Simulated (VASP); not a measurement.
# Ni2Pt: single point with PBE

Ni2Pt:

```
CELL_PARAMETERS angstrom
2.66825 0.00000 0.00000
-1.33412 2.31077 0.00000
0.00000 0.00000 6.23993
ATOMIC_POSITIONS crystal
Ni 0.33333 0.66667 0.65287
Ni 0.66667 0.33333 0.34713
Pt 0.00000 0.00000 0.00000
```

| Item | Value |
| --- | --- |
| Program | VASP 6.6.1 |
| Task | single point |
| Functional | PBE |
| Potentials or basis | VASP PAW PBE potentials, release 64 (Ni, Pt) |
| Cutoff | 520 eV |
| k mesh | 6 × 6 × 4 |
| Occupations | gaussian, width 0.1 eV |
| Spin | collinear spin, ferromagnetic start |
| Starting moments | [2.0, 2.0, 0.0] μB |

```yaml
Pressure: -0.4 GPa
Largest_force: 0.054 eV/Å
Net_moment: 1.67 μB per cell
Site_moments: Ni +0.76; Pt +0.18 μB
Valence_electrons_inside_the_program's_atomic_spheres: Ni 9.16; Pt 9.45
```

Forces on the atoms (eV/Å):
```
Ni   0.000  0.000  0.054
Ni   0.000  0.000 -0.054
Pt   0.000  0.000  0.000
```

Stress tensor (GPa, compression positive):
```
-0.48  0.00  0.00
 0.00 -0.48  0.00
 0.00  0.00 -0.18
```

Levels at points of the mesh, in eV from the Fermi level:
Spin up:
| k point | band 12 | band 13 | band 14 | band 15 | band 16 | band 17 | band 18 | band 19 | band 20 | band 21 |
| --- | --- | --- | --- | --- | --- | --- | --- | --- | --- | --- |
| (0.00, 0.00, 0.00) | -1.83 | -1.23 | -1.23 | -1.06 | -1.06 | -0.73 | -0.73 | 10.43 | 11.65 | 15.93 |
| (0.50, 0.00, 0.00) | -0.70 | -0.44 | -0.37 | 0.70 | 1.30 | 2.27 | 2.45 | 5.80 | 7.16 | 9.14 |
| (0.00, 0.00, 0.50) | -1.42 | -1.42 | -1.33 | -1.33 | -0.37 | -0.37 | 0.28 | 6.25 | 15.88 | 16.26 |
| (0.50, 0.00, 0.50) | -0.78 | -0.70 | -0.51 | -0.32 | 0.70 | 1.89 | 2.95 | 5.65 | 9.20 | 10.79 |
Spin down:
```csv
k point,band 13,band 14,band 15,band 16,band 17,band 18
"(0.00, 0.00, 0.00)",-0.61,-0.61,-0.33,-0.33,-0.10,-0.10
"(0.50, 0.00, 0.00)",0.40,0.44,0.86,1.73,2.24,2.60
"(0.00, 0.00, 0.50)",-0.98,-0.67,-0.67,0.28,0.37,0.37
"(0.50, 0.00, 0.50)",0.03,0.20,0.22,0.83,2.24,3.20
```

Run time: 24 s on 1 thread of Intel(R) Xeon(R) 6975P-C (Granite Rapids), with other jobs on the host, peak memory 0.19 GiB.

Caveat: the k points lie up to 0.45 Å⁻¹ apart; spin-orbit coupling is left out, which moves the levels of the heavy elements.
